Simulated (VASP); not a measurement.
# Pt (Fd-3m) in VASP: further runs, part 2 of 2

VASP 6.6.1.

### 3 Single point, PBEsol

This run uses another cell than the first one, of 23.04 Å³/atom.

The input, INCAR:

```
ALGO = Fast
EDIFF = 1E-6
ENCUT = 520
GGA = PS
ISIF = 2
ISMEAR = 0
LASPH = True
LCHARG = False
LREAL = False
LWAVE = False
NBANDS = 17
NELM = 60
PREC = Accurate
SIGMA = 0.1
```

The input, KPOINTS:

```
k-points
0
Gamma
  6 6 6
```

The input, POSCAR:

```
Pt
1.0
    0.0000000000      2.8455917956      2.8455917956
    2.8455917956      0.0000000000      2.8455917956
    2.8455917956      2.8455917956      0.0000000000
Pt
2
Direct
    0.5000000000      0.5000000000      0.5000000000
    0.7500000000      0.7500000000      0.7500000000
```

Potentials or basis: VASP PAW PBE potentials, release 64 (Pt).

Started as:

```sh
cat potpaw_PBE.64/Pt/POTCAR > POTCAR
mpirun -np 1 vasp_std > vasp.out
```

Run time: 36 s. Hardware: 1 thread of Intel Xeon 8259CL, shared host; peak memory 0.13 GiB.

It converged, with:

```yaml
Free_energy: -11.3700 eV
Pressure: -0.4 GPa
Band_gap_on_the_k_mesh: zero (bands 10 and 11 overlap by 0.53 eV)
```

Levels at points of the mesh, in eV from the Fermi level:
| k point | band 8 | band 9 | band 10 | band 11 | band 12 | band 13 |
| --- | --- | --- | --- | --- | --- | --- |
| (0.00, 0.00, 0.00) | -1.98 | -1.98 | -0.08 | -0.08 | 10.57 | 10.57 |
| (0.50, 0.00, 0.00) | -1.45 | -1.45 | -0.44 | -0.44 | 0.75 | 8.09 |
| (0.50, 0.50, 0.00) | -2.61 | -0.17 | -0.17 | 1.29 | 1.29 | 3.82 |

Caveat: the PAW data sets were made with another functional, which shifts forces and pressure a little; spin-orbit coupling is left out, which moves the levels of the heavy elements.

### 4 Relaxation of cell and atoms, PBEsol

The input, INCAR:

```
SYSTEM = Pt
PREC = Accurate ; ENCUT = 600
EDIFF = 1E-6 ; ISMEAR = 0
SIGMA = 0.1 ; LREAL = .False.
LASPH = .True. ; NELM = 80
ALGO = Normal ; ISIF = 3
LWAVE = .False. ; LCHARG = .False.
GGA = PS ; IBRION = 2
NSW = 90 ; EDIFFG = -0.04
```

The input, KPOINTS:

```
Automatic mesh
0
Gamma
  6 6 6
  0 0 0
```

The input, POSCAR:

```
Pt
1.0
    0.0000000000      2.6240086575      2.6240086575
    2.6240086575      0.0000000000      2.6240086575
    2.6240086575      2.6240086575      0.0000000000
Pt
2
Direct
    0.5000000000      0.5000000000      0.5000000000
    0.7500000000      0.7500000000      0.7500000000
```

Potentials or basis: VASP PAW PBE potentials, release 64 (Pt).

Started as:

```sh
cat potpaw_PBE.64/Pt/POTCAR > POTCAR
mpirun -np 1 vasp_std > vasp.out
```

OUTCAR:

```text
SYSTEM = Pt
   PREC = Accurate
   ENCUT = 600
   EDIFF = 1E-6
   ISMEAR = 0
   LREAL = .False.
   LASPH = .True.
   NELM = 80
   ISIF = 3
   GGA = PS
   IBRION = 2
   NSW = 90
   EDIFFG = -0.04

 ion  position               nearest neighbor table
   1  0.500  0.500  0.500-   2 2.27   2 2.27   2 2.27   2 2.27
   2  0.750  0.750  0.750-   1 2.27   1 2.27   1 2.27   1 2.27

  LATTYP: Found a face centered cubic cell.
 ALAT       =     5.2480173150

  Lattice vectors:

 A1 = (   0.0000000000,   2.6240086575,   2.6240086575)
 A2 = (   2.6240086575,   0.0000000000,   2.6240086575)
 A3 = (   2.6240086575,   2.6240086575,   0.0000000000)

Analysis of symmetry for initial positions (statically):
=====================================================================
 Subroutine PRICEL returns:
 Original cell was already a primitive cell.

[... 220 lines left out ...]
     10      -0.1706      1.87373
     11      -0.1706      1.87373
     12       6.2251      0.00000
     13       7.8768      0.00000
     14       7.8768      0.00000
[... 360 lines left out ...]
--------------------------------------- Ionic step        5  -------------------------------------------

 number of electron      20.0000002 magnetization

 Free energy of the ion-electron system (eV)
  ---------------------------------------------------
  ext. energy  EPLUGINS =         0.00000000
  ---------------------------------------------------
  free energy    TOTEN  =       -11.36556765 eV

  energy without entropy =      -11.33376864  energy(sigma->0) =      -11.34966815

 E-fermi :   5.4728     XC(G=0): -10.8794

 val. band max:        5.4212035324   @ k =  -0.3333   0.3333   0.1667
 cond. band min:       5.4817153230   @ k =  -0.3333   0.3333   0.1667
 fundamental gap:      0.0605117906
 Fermi energy:         5.4728157058

 k-point     1 :       0.0000    0.0000    0.0000
  band No.  band energies     occupation
      1      -1.9392      2.00000
      2       0.7024      2.00000
      3       0.7024      2.00000
      4       0.8848      2.00000
      5       0.8848      2.00000
      6       0.8848      2.00000
      7       3.4805      2.00000
      8       3.4805      2.00000
      9       3.4805      2.00000
     10       5.3965      1.71924
     11       5.3965      1.71924
     12      16.0521      0.00000
     13      16.0662      0.00000
     14      17.3368      0.00000
[... 282 lines left out ...]
  FREE ENERGIE OF THE ION-ELECTRON SYSTEM (eV)
  ---------------------------------------------------
  free  energy   TOTEN  =       -11.3655676504 eV

  energy  without entropy=      -11.3337686437  energy(sigma->0) =      -11.34966815

 reached required accuracy - stopping structural energy minimisation
```

OSZICAR:

```text
N       E                     dE             d eps       ncg     rms          rms(c)
DAV:   1     0.125340778572E+03    0.12534E+03   -0.11467E+04   448   0.152E+03
DAV:   2    -0.826298284384E+01   -0.13360E+03   -0.12823E+03   514   0.294E+02
DAV:   3    -0.108649981397E+02   -0.26020E+01   -0.25761E+01   514   0.429E+01
[... 47 lines left out ...]
DAV:   3    -0.113650457463E+02    0.40375E-04   -0.51704E-03   460   0.517E-01    0.513E-01
DAV:   4    -0.113655574689E+02   -0.51172E-03   -0.15377E-03   478   0.234E-01    0.134E-02
DAV:   5    -0.113655629814E+02   -0.55125E-05   -0.53296E-05   484   0.556E-02    0.128E-02
DAV:   6    -0.113655676968E+02   -0.47154E-05   -0.53655E-06   484   0.194E-02    0.434E-03
DAV:   7    -0.113655676504E+02    0.46397E-07   -0.25009E-07   224   0.441E-03
   5 F= -.11365568E+02 E0= -.11349668E+02  d E =-.142805E+01
```

Wall time 93 s (1 thread of Intel Xeon 8259CL, shared host); peak memory 0.15 GiB.

Results:

```
Free energy                           : -11.3656 eV
Relaxed volume                        : 22.94 Å³/atom
Relaxed cell                          : a = 4.018 Å, b = 4.018 Å, c = 4.018 Å, α = 60.00°, β = 60.00°, γ = 60.00°
Space group after relaxing (to 0.1 Å) : Fd-3m (No. 227)
Pressure after relaxing               : 0.2 GPa
Band gap on the k mesh                : zero (bands 10 and 11 overlap by 0.53 eV)
```

Final structure:
```xyz
2
Lattice="0.0000 2.8414 2.8414 2.8414 0.0000 2.8414 2.8414 2.8414 0.0000" Properties=species:S:1:pos:R:3 pbc="T T T"
Pt    2.8414    2.8414    2.8414
Pt    4.2621    4.2621    4.2621
```

Levels at points of the mesh, in eV from the Fermi level:
```tsv
k point	band 8	band 9	band 10	band 11	band 12	band 13
(0.00, 0.00, 0.00)	-1.99	-1.99	-0.08	-0.08	10.58	10.59
(0.50, 0.00, 0.00)	-1.46	-1.46	-0.44	-0.44	0.75	8.11
(0.50, 0.50, 0.00)	-2.63	-0.17	-0.17	1.29	1.29	3.81
```

Caveat: the volume moved by over 15 % at a fixed basis, so the end points are rough; the PAW data sets were made with another functional, which shifts forces and pressure a little; spin-orbit coupling is left out, which moves the levels of the heavy elements.

### 5 Single point, PBEsol

This run uses another cell than the first one, of 23.00 Å³/atom.

The input, INCAR:

```
PREC     = Accurate       # precision mode
ENCUT    = 520            # plane-wave cutoff, eV
EDIFF    = 1E-6           # SCF threshold, eV
ISMEAR   = 0              # smearing method
SIGMA    = 0.1            # smearing width, eV
LREAL    = False          # projectors in reciprocal space
LASPH    = True           # aspherical terms in the spheres
NELM     = 100            # most SCF steps
ALGO     = Fast           # electronic algorithm
ISIF     = 2              # what is computed and relaxed
LWAVE    = False          # write WAVECAR
LCHARG   = False          # write CHGCAR
GGA      = PS             # functional
NBANDS   = 17             # bands
```

The input, KPOINTS:

```
Automatic mesh
0
Gamma
  16 16 16
```

The input, POSCAR:

```
Pt
1.0
    0.0000000000      2.8438792219      2.8438792219
    2.8438792219      0.0000000000      2.8438792219
    2.8438792219      2.8438792219      0.0000000000
Pt
2
Direct
    0.0000000000      0.0000000000      0.0000000000
    0.2500000000      0.2500000000      0.2500000000
```

Started as:

```sh
cat potpaw_PBE.64/Pt/POTCAR > POTCAR
mpirun -np 1 vasp_std > vasp.out
```

It took 3.9 min on 1 thread of Intel Xeon 8259CL, shared host; peak memory 0.2 GiB.

The run converged. Its results:

```
Free energy            : -11.3826 eV
Pressure               : -0.4 GPa
Band gap on the k mesh : zero (bands 10 and 11 overlap by 0.65 eV)
```

Levels at points of the mesh, in eV from the Fermi level:
| k point | band 6 | band 7 | band 8 | band 9 | band 10 | band 11 | band 12 | band 13 | band 14 | band 15 |
| --- | --- | --- | --- | --- | --- | --- | --- | --- | --- | --- |
| (0.00, 0.00, 0.00) | -4.57 | -1.98 | -1.98 | -1.98 | -0.08 | -0.08 | 10.58 | 10.59 | 11.85 | 11.85 |
| (0.50, 0.00, 0.00) | -4.41 | -1.56 | -1.45 | -1.45 | -0.44 | -0.44 | 0.75 | 8.11 | 8.11 | 9.83 |
| (0.50, 0.50, 0.00) | -3.56 | -2.62 | -2.62 | -0.17 | -0.17 | 1.29 | 1.29 | 3.83 | 3.83 | 9.47 |

Caveat: the PAW data sets were made with another functional, which shifts forces and pressure a little; spin-orbit coupling is left out, which moves the levels of the heavy elements.

### 6 Relaxation of cell and atoms, PBEsol

This run uses another cell than the first one, of 23.04 Å³/atom.

The input, INCAR:

```
  PREC = Accurate
  ENCUT = 600
  EDIFF = 1E-6
  ISMEAR = 0
  SIGMA = 0.1
  LREAL = False
  LASPH = True
  NELM = 100
  ALGO = Fast
  ISIF = 3
  LWAVE = False
  LCHARG = False
  GGA = PS
  IBRION = 2
  NSW = 100
  EDIFFG = -0.01
```

The input, KPOINTS:

```
regular mesh
0
Gamma
  16 16 16
```

The input, POSCAR:

```
Pt
1.0
    0.0000000000      2.8455917956      2.8455917956
    2.8455917956      0.0000000000      2.8455917956
    2.8455917956      2.8455917956      0.0000000000
Pt
2
Direct
    0.0000000000      0.0000000000      0.0000000000
    0.2500000000      0.2500000000      0.2500000000
```

Potentials or basis: VASP PAW PBE potentials, release 64 (Pt).

Started as:

```sh
cat potpaw_PBE.64/Pt/POTCAR > POTCAR
mpirun -np 1 vasp_std > vasp.out
```

Run time: 7 min. Hardware: 1 thread of Intel Xeon 8259CL, shared host; peak memory 0.23 GiB.

The run converged. Its results:

| Quantity | Value |
| --- | --- |
| Free energy | -11.3821 eV |
| Relaxed volume | 22.93 Å³/atom |
| Relaxed cell | a = 4.018 Å, b = 4.018 Å, c = 4.018 Å, α = 60.00°, β = 60.00°, γ = 60.00° |
| Space group after relaxing (to 0.1 Å) | Fd-3m (No. 227) |
| Energy gained by relaxing | 0.2 meV/atom |
| Ionic steps | 3 |
| Pressure after relaxing | 0.0 GPa |
| Band gap on the k mesh | zero (bands 10 and 11 overlap by 0.66 eV) |

Step by step:
```
step  energy change (eV)  largest force (eV/Å)  pressure (GPa)  volume (Å³)
   1              0.0000                0.0000           -0.64        46.08
   2              0.0011                0.0000            1.30        45.47
   3             -0.0004                0.0000            0.03        45.86
```

Final structure:
```yaml
crystal:
  lattice:
    - [0.00000, 2.84092, 2.84092]
    - [2.84092, 0.00000, 2.84092]
    - [2.84092, 2.84092, 0.00000]
  atoms:
    - { symbol: Pt, position: [0.00000, 0.00000, 0.00000] }
    - { symbol: Pt, position: [0.25000, 0.25000, 0.25000] }
```

Levels at points of the mesh, in eV from the Fermi level:
```csv
k point,band 8,band 9,band 10,band 11,band 12,band 13
"(0.00, 0.00, 0.00)",-1.99,-1.99,-0.08,-0.08,10.59,10.61
"(0.50, 0.00, 0.00)",-1.46,-1.46,-0.44,-0.44,0.75,8.12
"(0.50, 0.50, 0.00)",-2.63,-0.17,-0.17,1.30,1.30,3.82
```

Caveat: the PAW data sets were made with another functional, which shifts forces and pressure a little; spin-orbit coupling is left out, which moves the levels of the heavy elements.

### 7 Summary

| task | cell | k mesh | cutoff (eV) | gap on the mesh (eV) | pressure (GPa) | relaxed volume (Å³/atom) |
| --- | --- | --- | --- | --- | --- | --- |
| single point | a = 3.711 Å, angles 60.0°, 2 atoms | 6 × 6 × 6 | 520 | none | 59.0 | - |
| single point | a = 4.024 Å, angles 60.0°, 2 atoms | 6 × 6 × 6 | 520 | none | -0.4 | - |
| relaxation of cell and atoms | relaxed from a = 3.711 Å, angles 60.0°, 2 atoms | 6 × 6 × 6 | 600 | none | 0.2 | 22.94 |
| single point | a = 4.022 Å, angles 60.0°, 2 atoms | 16 × 16 × 16 | 520 | none | -0.4 | - |
| relaxation of cell and atoms | relaxed from a = 4.024 Å, angles 60.0°, 2 atoms | 16 × 16 × 16 | 600 | none | 0.0 | 22.93 |

Alike in all rows: level PBEsol; potentials or basis VASP PAW PBE potentials, release 64 (Pt); no spin polarisation; smearing gaussian 0.1 eV.

Caveats: the PAW data sets were made with another functional, which shifts forces and pressure a little; spin-orbit coupling is left out, which moves the levels of the heavy elements; the cell stands under pressure (at least some runs); the volume moved by over 15 % at a fixed basis, so the end points are rough (at least some runs).

Total energies depend on the potentials used, so only differences within one code and one set of settings carry meaning.

The gap in the log of VASP goes by the Fermi energy; the results here count the filled bands.